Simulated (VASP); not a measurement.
# BeS (F-43m) in VASP: further runs

The runs below take BeS through single point, with PBE, PBE0.

Program: VASP 6.6.1. These are calculated values, not measurements. Logs are shortened: lines on timing, memory, paths and dates and some standing lists are left out, and cuts for length are marked.

**1. The cell of the first run**

The structure is cubic, space group F-43m (No. 216). The conventional cell has a = 4.850 Å, b = 4.850 Å, c = 4.850 Å, α = 90.00°, β = 90.00°, γ = 90.00°. S (site symmetry -43m) has 4 Be at 2.10 Å within 2.8 Å. Be (site symmetry -43m) has 4 S at 2.10 Å within 2.8 Å.

**2. Single point, PBE**

INCAR

```
SYSTEM = BeS
PREC     = Accurate       ! precision mode
ENCUT    = 600            ! plane-wave cutoff, eV
EDIFF    = 1E-6           ! SCF threshold, eV
ISMEAR   = 0              ! smearing method
SIGMA    = 0.013000000000000001 ! smearing width, eV
LREAL    = .FALSE.        ! projectors in reciprocal space
LASPH    = .TRUE.         ! aspherical terms in the spheres
NELM     = 120            ! most SCF steps
ALGO     = Normal         ! electronic algorithm
ISIF     = 2              ! what is computed and relaxed
LWAVE    = .FALSE.        ! write WAVECAR
LCHARG   = .TRUE.         ! write CHGCAR
GGA      = PE             ! functional
LELF     = .TRUE.         ! ELF
LVHAR    = .TRUE.       
NBANDS   = 11             ! bands
GGA_COMPAT= .FALSE.
```

KPOINTS

```
Automatic mesh
0
G
  9 9 9
  0 0 0
```

POSCAR

```
BeS
1.0
    0.0000000000      2.4250000000      2.4250000000
    2.4250000000      0.0000000000      2.4250000000
    2.4250000000      2.4250000000      0.0000000000
S Be
1 1
Direct
    0.7500000000      0.7500000000      0.7500000000
    0.0000000000      0.0000000000      0.0000000000
```

Potentials or basis: VASP PAW PBE potentials, release 64 (S, Be).

Launch:

```sh
$ cat potpaw_PBE.64/S/POTCAR potpaw_PBE.64/Be/POTCAR > POTCAR
$ mpirun -np 1 vasp_std > vasp.out
```

OUTCAR:

```text
SYSTEM = BeS
   PREC = Accurate
   ENCUT = 600
   EDIFF = 1E-6
   ISMEAR = 0
   LREAL = .FALSE.
   LASPH = .TRUE.
   NELM = 120
   ISIF = 2
   GGA = PE

 ion  position               nearest neighbor table
   1  0.750  0.750  0.750-   2 2.10   2 2.10   2 2.10   2 2.10
   2  0.000  0.000  0.000-   1 2.10   1 2.10   1 2.10   1 2.10

  LATTYP: Found a face centered cubic cell.
 ALAT       =     4.8500000000

  Lattice vectors:

 A1 = (   0.0000000000,   2.4250000000,   2.4250000000)
 A2 = (   2.4250000000,   0.0000000000,   2.4250000000)
 A3 = (   2.4250000000,   2.4250000000,   0.0000000000)

Analysis of symmetry for initial positions (statically):
=====================================================================
 Subroutine PRICEL returns:
 Original cell was already a primitive cell.

 Routine SETGRP: Setting up the symmetry group for a
 face centered cubic supercell.

 Subroutine GETGRP returns: Found 24 space group operations
 (whereof 24 operations were pure point group operations)
 out of a pool of 48 trial point group operations.

The static configuration has the point symmetry T_d .

Analysis of symmetry for dynamics (positions and initial velocities):
=====================================================================
 Subroutine PRICEL returns:
 Original cell was already a primitive cell.

 Routine SETGRP: Setting up the symmetry group for a
 face centered cubic supercell.

 Subroutine GETGRP returns: Found 24 space group operations
 (whereof 24 operations were pure point group operations)
 out of a pool of 48 trial point group operations.

The dynamic configuration has the point symmetry T_d .

 Subroutine INISYM returns: Found 24 space group operations
 (whereof 24 operations are pure point group operations),
 and found     1 'primitive' translations

----------------------------------------------------------------------------------------

                                     Primitive cell

  volume of cell :      28.5210

  direct lattice vectors                    reciprocal lattice vectors
     0.000000000  2.425000000  2.425000000    -0.206185567  0.206185567  0.206185567
     2.425000000  0.000000000  2.425000000     0.206185567 -0.206185567  0.206185567
     2.425000000  2.425000000  0.000000000     0.206185567  0.206185567 -0.206185567

  length of vectors
     3.429467889  3.429467889  3.429467889     0.357123878  0.357123878  0.357123878

  position of ions in fractional coordinates (direct lattice)
     0.750000000  0.750000000  0.750000000
     0.000000000  0.000000000  0.000000000

  ion indices of the primitive-cell ions
   primitive index   ion index
                 1           1
                 2           2

----------------------------------------------------------------------------------------

 KPOINTS: Automatic mesh

Automatic generation of k-mesh.
 Grid dimensions read from file:
 generate k-points for:    9    9    9

 Generating k-lattice:

  Cartesian coordinates                     Fractional coordinates (reciprocal lattice)
    -0.022909507  0.022909507  0.022909507     0.111111111  0.000000000  0.000000000
     0.022909507 -0.022909507  0.022909507     0.000000000  0.111111111  0.000000000
     0.022909507  0.022909507 -0.022909507     0.000000000  0.000000000  0.111111111

  Length of vectors
     0.039680431  0.039680431  0.039680431

  Shift w.r.t. Gamma in fractional coordinates (k-lattice)
     0.000000000  0.000000000  0.000000000

 Subroutine IBZKPT returns following result:
 ===========================================

 Found     35 irreducible k-points:

 Following reciprocal coordinates:
            Coordinates               Weight
  0.000000  0.000000  0.000000      1.000000
  0.111111  0.000000  0.000000      8.000000
  0.222222  0.000000  0.000000      8.000000
  0.333333  0.000000  0.000000      8.000000
  0.444444  0.000000  0.000000      8.000000
  0.111111  0.111111  0.000000      6.000000
[... 16 lines left out ...]
 -0.333333  0.333333  0.000000     12.000000
  0.444444  0.444444  0.000000      6.000000
 [... further k-points ...]
   k-points           NKPTS =     35   k-points in BZ     NKDIM =     35   number of bands    NBANDS=     11
   number of dos      NEDOS =    301   number of ions     NIONS =      2
   total plane-waves  NPLWV =  21952
   dimension x,y,z NGX =    28 NGY =   28 NGZ =   28
   dimension x,y,z NGXF=    56 NGYF=   56 NGZF=   56
   ions per type =               1   1
   NGX,Y,Z   is equivalent  to a cutoff of  13.57, 13.57, 13.57 a.u.
   NGXF,Y,Z  is equivalent  to a cutoff of  27.15, 27.15, 27.15 a.u.
 SYSTEM =  BeS
   PREC   = accura    normal or accurate (medium, high low for compatibility)
   ISTART =      0    job   : 0-new  1-cont  2-samecut
   ICHARG =      2    charge: 1-file 2-atom 10-const
   ISPIN  =      1    spin polarized calculation?
   LNONCOLLINEAR =      F non collinear calculations
   LSORBIT =      F    spin-orbit coupling
   LASPH  =      T    aspherical Exc in radial PAW
   ENCUT  =  600.0 eV  44.10 Ry    6.64 a.u.   6.85  6.85  6.85*2*pi/ulx,y,z
   NELM   =    120;   NELMIN=  2; NELMDL= -5     # of ELM steps
   EDIFF  = 0.1E-05   stopping-criterion for ELM
   LREAL  =      F    real-space projection
   EDIFFG = 0.1E-04   stopping-criterion for IOM
   NSW    =      0    number of steps for IOM
   IBRION =     -1    ionic relax: 0-MD 1-quasi-New 2-CG
   NFREE  =      0    steps in history (QN), initial steepest desc. (CG)
   ISIF   =      2    stress and relaxation
   ISYM   =      2    0-nonsym 1-usesym 2-fastsym
   POTIM  = 0.5000    time-step for ionic-motion
   TEBEG  =    0.0;   TEEND  =   0.0 temperature during run
   PSTRESS=    0.0 pullay stress
   NELECT =       8.0000    total number of electrons
   NUPDOWN=      -1.0000    fix difference up-down
   EMIN   =  10.00;   EMAX   =-10.00  energy-range for DOS
   EFERMI =   0.00;   METHOD = LEGACY
   ISMEAR =     0;   SIGMA  =   0.01  broadening in eV -4-tet -1-fermi 0-gaus
   EFERMI_NEDOS =   21; number of points for ismear=-14 and -15
   IALGO  =     38    algorithm
   IMIX   =      4    mixing-type and parameters
     AMIX     =   0.40;   BMIX     =  1.00
     AMIX_MAG =   1.60;   BMIX_MAG =  1.00
  volume/ion in A,a.u.               =      14.26        96.23
  Fermi-wavevector in a.u.,A,eV,Ry     =   1.071642  2.025110 15.625158  1.148417
  Thomas-Fermi vector in A             =   2.207388
   LORBIT       =      0    0 simple, 1 ext, 2 COOP (PROOUT), +10 PAW based schemes
   GGA     = PE    functional components
   LHFCALC =     F    Hartree Fock is set to
   AEXX    =    0.0000 exact exchange contribution
   IVDW    =     0    specifies the selected vdW correction
   LEPSILON=     F    determine dielectric tensor
   LRPA    =     F    only Hartree local field effects (RPA)
 non-spin polarized calculation
 Gauss-broadening in eV      SIGMA  =   0.01
  energy-cutoff  :      600.00
  volume of cell :       28.52
 maximum number of plane-waves:       963
   NGX = 13   NGY = 13   NGZ = 13

 number of electron       7.9999999 magnetization

 Free energy of the ion-electron system (eV)
  ---------------------------------------------------
  ext. energy  EPLUGINS =         0.00000000
  ---------------------------------------------------
  free energy    TOTEN  =       -10.01136089 eV

  energy without entropy =      -10.01136089  energy(sigma->0) =      -10.01136089

 E-fermi :   4.3246     XC(G=0):  -9.7308

 val. band max:        4.1745217717   @ k =   0.0000   0.0000   0.0000
 cond. band min:       7.3795494078   @ k =   0.4444   0.4444   0.0000
 fundamental gap:      3.2050276361
 Fermi energy:         4.3245740517

 k-point     1 :       0.0000    0.0000    0.0000
  band No.  band energies     occupation
      1      -9.5179      2.00000
      2       4.1745      2.00000
      3       4.1745      2.00000
      4       4.1745      2.00000
      5       9.8444      0.00000
      6       9.8444      0.00000
      7       9.8444      0.00000
      8      10.0608      0.00000
      9      16.9882      0.00000
     10      16.9882      0.00000
     11      19.0476      0.00000

 k-point     2 :       0.1111    0.0000    0.0000
  band No.  band energies     occupation
      1      -9.3773      2.00000
      2       3.1880      2.00000
      3       4.0133      2.00000
      4       4.0133      2.00000
      5       9.7877      0.00000
      6      10.1345      0.00000
      7      10.1345      0.00000
      8      11.1174      0.00000
      9      16.3966      0.00000
     10      16.3966      0.00000
     11      18.9334      0.00000

 k-point     3 :       0.2222    0.0000    0.0000
  band No.  band energies     occupation
      1      -8.9814      2.00000
      2       1.3345      2.00000
      3       3.6668      2.00000
      4       3.6668      2.00000
      5       9.7442      0.00000
      6      10.6578      0.00000
      7      10.6578      0.00000
      8      12.9965      0.00000
      9      15.9835      0.00000
     10      15.9835      0.00000
     11      18.5239      0.00000

 k-point     4 :       0.3333    0.0000    0.0000
  band No.  band energies     occupation
      1      -8.4321      2.00000
      2      -0.3854      2.00000
      3       3.3451      2.00000
      4       3.3451      2.00000
      5       9.6944      0.00000
      6      10.8353      0.00000
      7      10.8353      0.00000
      8      14.5765      0.00000
      9      16.8082      0.00000
     10      16.8082      0.00000
     11      18.4321      0.00000
[... 239 lines left out ...]
 k-point    22 :      -0.4444    0.3333    0.0000
  band No.  band energies     occupation
      1      -7.4309      2.00000
      2      -0.5515      2.00000
      3       0.5160      2.00000
      4       1.9400      2.00000
      5       8.4622      0.00000
      6      11.2322      0.00000
      7      14.6879      0.00000
      8      14.9746      0.00000
      9      17.3271      0.00000
     10      18.4669      0.00000
     11      21.3454      0.00000

 k-point    23 :      -0.3333    0.3333    0.0000
  band No.  band energies     occupation
      1      -7.4781      2.00000
      2      -0.4046      2.00000
      3       0.0736      2.00000
      4       2.3026      2.00000
      5       9.0174      0.00000
      6      13.2515      0.00000
      7      13.7353      0.00000
      8      14.7231      0.00000
      9      15.2715      0.00000
     10      16.6784      0.00000
     11      22.3604      0.00000

 k-point    24 :       0.4444    0.4444    0.0000
  band No.  band energies     occupation
      1      -7.4610      2.00000
      2      -0.6962      2.00000
      3       1.5874      2.00000
      4       1.5874      2.00000
      5       7.3795      0.00000
      6       9.1638      0.00000
      7      16.5302      0.00000
      8      16.5302      0.00000
      9      19.3033      0.00000
     10      20.3469      0.00000
     11      21.5800      0.00000

 [... further k-points ...]

------------------------ aborting loop because EDIFF is reached ----------------------------------------

  FORCE on cell =-STRESS in cart. coord.  units (eV):
  Direction    XX          YY          ZZ          XY          YZ          ZX
  --------------------------------------------------------------------------------------
  -------------------------------------------------------------------------------------
  Total        0.2824996      0.2824996      0.2824996     -0.0000000      0.0000000      0.0000000
  in kB       15.8694970     15.8694970     15.8694970     -0.0000000      0.0000000      0.0000000
  external PRESSURE =      15.8694970 kB  Pullay stress =       0.0000000 kB

 VOLUME and BASIS-vectors are now :
 -----------------------------------------------------------------------------
  energy-cutoff  :      600.00
  volume of cell :       28.52
      direct lattice vectors                 reciprocal lattice vectors
     0.000000000  2.425000000  2.425000000    -0.206185567  0.206185567  0.206185567
     2.425000000  0.000000000  2.425000000     0.206185567 -0.206185567  0.206185567
     2.425000000  2.425000000  0.000000000     0.206185567  0.206185567 -0.206185567

 POSITION                                       TOTAL-FORCE (eV/Angst)
 -----------------------------------------------------------------------------------
      3.63750      3.63750      3.63750        -0.000000      0.000000      0.000000
      0.00000      0.00000      0.00000         0.000000      0.000000     -0.000000
 -----------------------------------------------------------------------------------
    total drift:                                0.000000      0.000000     -0.000000

  FREE ENERGIE OF THE ION-ELECTRON SYSTEM (eV)
  ---------------------------------------------------
  free  energy   TOTEN  =       -10.0113608888 eV

  energy  without entropy=      -10.0113608888  energy(sigma->0) =      -10.01136089
```

Run time: 15 s. Hardware: 1 thread of Intel Xeon Platinum 8488C (Sapphire Rapids), shared host; peak memory 0.15 GiB.

Results:

* Free energy: -10.0114 eV
* Pressure: 1.6 GPa
* Band gap on the k mesh: 3.21 eV, indirect (least direct gap 5.67 eV)

Levels at points of the mesh, in eV from the valence-band top:
| k point | band 2 | band 3 | band 4 | band 5 | band 6 | band 7 |
| --- | --- | --- | --- | --- | --- | --- |
| (0.00, 0.00, 0.00) | 0.00 | 0.00 | 0.00 | 5.67 | 5.67 | 5.67 |

A k mesh can miss the band edges.

**3. Single point, PBE**

INCAR

```
SYSTEM = BeS
ALGO = Normal
EDIFF = 1E-6
ENCUT = 600
GGA = PE
GGA_COMPAT = .FALSE.
ISIF = 2
ISMEAR = 0
LASPH = .TRUE.
LCHARG = .FALSE.
LREAL = .FALSE.
LWAVE = .FALSE.
NBANDS = 11
NELM = 120
PREC = Accurate
SIGMA = 0.015
```

KPOINTS

```
k-points
0
G
  9 9 9
  0 0 0
```

POSCAR is that of step 2.

Potentials or basis: VASP PAW PBE potentials, release 64 (S, Be).

Launch:

```sh
$ cat potpaw_PBE.64/S/POTCAR potpaw_PBE.64/Be/POTCAR > POTCAR
$ mpirun -np 1 vasp_std > vasp.out
```

Wall time 12 s (1 thread of Intel Xeon Platinum 8488C (Sapphire Rapids), shared host); peak memory 0.15 GiB.

Results (log left out):

| Property | Result |
| --- | --- |
| Free energy | -10.0114 eV |
| Pressure | 1.6 GPa |
| Band gap on the k mesh | 3.21 eV, indirect (least direct gap 5.67 eV) |

Levels at points of the mesh, in eV from the valence-band top:
```csv
k point,band 1,band 2,band 3,band 4,band 5,band 6,band 7,band 8
"(0.00, 0.00, 0.00)",-13.69,0.00,0.00,0.00,5.67,5.67,5.67,5.89
```

**4. Single point, PBE**

INCAR

```
PREC     = Accurate       # precision mode
ENCUT    = 600            # plane-wave cutoff, eV
EDIFF    = 1E-6           # SCF threshold, eV
ISMEAR   = 0              # smearing method
SIGMA    = 0.016          # smearing width, eV
LREAL    = F              # projectors in reciprocal space
LASPH    = T              # aspherical terms in the spheres
NELM     = 120            # most SCF steps
ALGO     = Normal         # electronic algorithm
ISIF     = 2              # what is computed and relaxed
LWAVE    = F              # write WAVECAR
LCHARG   = T              # write CHGCAR
GGA      = PE             # functional
LELF     = T              # ELF
LVHAR    = T            
NBANDS   = 11             # bands
GGA_COMPAT= F
```

KPOINTS

```
regular mesh
0
Gamma
  9 9 9
```

POSCAR is that of step 3.

Potentials or basis: VASP PAW PBE potentials, release 64 (S, Be).

Launch:

```sh
$ cat potpaw_PBE.64/S/POTCAR potpaw_PBE.64/Be/POTCAR > POTCAR
$ mpirun -np 1 vasp_std > vasp.out
```

OUTCAR:

```text
PREC = Accurate
   ENCUT = 600
   EDIFF = 1E-6
   ISMEAR = 0
   LREAL = F
   LASPH = T
   NELM = 120
   ISIF = 2
   GGA = PE

 ion  position               nearest neighbor table
   1  0.750  0.750  0.750-   2 2.10   2 2.10   2 2.10   2 2.10
   2  0.000  0.000  0.000-   1 2.10   1 2.10   1 2.10   1 2.10

  LATTYP: Found a face centered cubic cell.
 ALAT       =     4.8500000000

  Lattice vectors:

 A1 = (   0.0000000000,   2.4250000000,   2.4250000000)
 A2 = (   2.4250000000,   0.0000000000,   2.4250000000)
 A3 = (   2.4250000000,   2.4250000000,   0.0000000000)
[... 511 lines left out ...]
      6       9.1638      0.00000
      7      16.5302      0.00000
      8      16.5302      0.00000
      9      19.3033      0.00000
     10      20.3469      0.00000
     11      21.5800      0.00000

 [... further k-points ...]
[... 5 lines left out ...]
  --------------------------------------------------------------------------------------
  -------------------------------------------------------------------------------------
  Total        0.2824996      0.2824996      0.2824996     -0.0000000      0.0000000      0.0000000
  in kB       15.8694970     15.8694970     15.8694970     -0.0000000      0.0000000      0.0000000
  external PRESSURE =      15.8694970 kB  Pullay stress =       0.0000000 kB

 VOLUME and BASIS-vectors are now :
 -----------------------------------------------------------------------------
  energy-cutoff  :      600.00
  volume of cell :       28.52
      direct lattice vectors                 reciprocal lattice vectors
     0.000000000  2.425000000  2.425000000    -0.206185567  0.206185567  0.206185567
     2.425000000  0.000000000  2.425000000     0.206185567 -0.206185567  0.206185567
     2.425000000  2.425000000  0.000000000     0.206185567  0.206185567 -0.206185567

 POSITION                                       TOTAL-FORCE (eV/Angst)
 -----------------------------------------------------------------------------------
      3.63750      3.63750      3.63750        -0.000000      0.000000      0.000000
      0.00000      0.00000      0.00000         0.000000      0.000000     -0.000000
 -----------------------------------------------------------------------------------
    total drift:                                0.000000      0.000000     -0.000000

  FREE ENERGIE OF THE ION-ELECTRON SYSTEM (eV)
  ---------------------------------------------------
  free  energy   TOTEN  =       -10.0113608888 eV

  energy  without entropy=      -10.0113608888  energy(sigma->0) =      -10.01136089
```

stdout:

```text
POSCAR found type information on POSCAR S Be
 POSCAR found :  2 types and       2 ions
 scaLAPACK will be used
 LDA part: xc-table for (Slater+PW92), standard interpolation
 POSCAR, INCAR and KPOINTS ok, starting setup
 FFT: planning ... GRIDC
 FFT: planning ... GRID_SOFT
 FFT: planning ... GRID
 WAVECAR not read
 entering main loop
```

Wall time 12 s (1 thread of Intel Xeon Platinum 8488C (Sapphire Rapids), shared host); peak memory 0.15 GiB.

What came out:

```yaml
Free_energy: -10.0114 eV
Pressure: 1.6 GPa
Band_gap_on_the_k_mesh: 3.21 eV, indirect (least direct gap 5.67 eV)
```

Levels at points of the mesh, in eV from the valence-band top:
| k point | band 1 | band 2 | band 3 | band 4 | band 5 | band 6 | band 7 | band 8 | band 9 |
| --- | --- | --- | --- | --- | --- | --- | --- | --- | --- |
| (0.00, 0.00, 0.00) | -13.69 | 0.00 | 0.00 | 0.00 | 5.67 | 5.67 | 5.67 | 5.89 | 12.81 |

A k mesh can miss the band edges.

(Part 1 of 2 ends here.)
